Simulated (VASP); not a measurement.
The system is NbAs.

```
CELL_PARAMETERS angstrom
0.00000 2.90678 2.90678
2.90678 0.00000 2.90678
2.90678 2.90678 0.00000
ATOMIC_POSITIONS crystal
Nb 0.00000 0.00000 0.00000
As 0.25000 0.25000 0.25000
```

Program: VASP 6.6.1. Alike in all runs: task single point; level PBE; potentials or basis VASP PAW PBE potentials, release 64 (Nb_sv, As); cell as given; k mesh 12 × 12 × 12; cutoff (eV) 500; smearing gaussian 0.1 eV.

Task: Order these runs on this cell by their pressure, lowest first.
A. spin collinear; fixed moment (μB) 2.0
B. spin collinear, zero start; fixed moment (μB) 0.0
C. spin collinear; fixed moment (μB) 1.25

Result: B (0.1 GPa), C (2.3 GPa), A (5.4 GPa).

Caveats: the total moment is fixed, so each spin has its own Fermi level; the cell stands under pressure (at least some runs).
